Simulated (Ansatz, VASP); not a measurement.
# Ta in VASP and in Ansatz

Contents of INCAR:

```
SYSTEM = Ta
ALGO = Normal
EDIFF = 1E-6
ENCUT = 520
GGA = PE
ISIF = 2
ISMEAR = -1
LASPH = .True.
LCHARG = .False.
LREAL = .False.
LWAVE = .False.
NBANDS = 18
NELM = 100
PREC = Accurate
SIGMA = 0.03
```

File KPOINTS:

```
k-points
0
Gamma
  9 9 9
  0 0 0
```

The input POSCAR:

```
Ta
1.0
    0.0000000000      3.0785347425      3.0785347425
    3.0785347425      0.0000000000      3.0785347425
    3.0785347425      3.0785347425      0.0000000000
Ta
2
Direct
    0.0000000000      0.0000000000      0.0000000000
    0.2500000000      0.2500000000      0.2500000000
```

Input for Ansatz:

```yaml
crystal:
  lattice:
    - [0.0, 3.0785347425, 3.0785347425]
    - [3.0785347425, 0.0, 3.0785347425]
    - [3.0785347425, 3.0785347425, 0.0]
  atoms:
    - { symbol: Ta, position: [0.0, 0.0, 0.0] }
    - { symbol: Ta, position: [0.25, 0.25, 0.25] }
kpoints:
  mp_grid: { grid: [9, 9, 9] }
scf:
  occupations: { method: fermi_dirac, width: 0.03 }
hamiltonian:
  xc: pbe
  pseudopotentials: { kind: all_electron, lapw: { basis_error: 0.00025 } }
output:
  forces: true
  stress: true
  eigenvalues: true
```

Change from the starting cell: volume scaled by 1.025.

Alike in both runs: task single point; functional PBE; k mesh 9 × 9 × 9; occupations fermi-dirac, width 0.03 eV; no spin polarisation.

|  | VASP | Ansatz |
| --- | --- | --- |
| version | VASP 6.6.1 | Ansatz 0.2.0 |
| potentials or method | VASP PAW PBE potentials, release 64 (Ta_pv), cutoff 520 eV | all-electron LAPW, scalar-relativistic |

Ansatz gave:

| Property | Result |
| --- | --- |
| pressure (GPa) | -1.8 |

**Question.** Which values does VASP return?

**Answer.** Pressure (GPa): -1.7.

Ansatz ran all-electron here, and VASP with PAW potentials.

Spin-orbit coupling is off throughout.
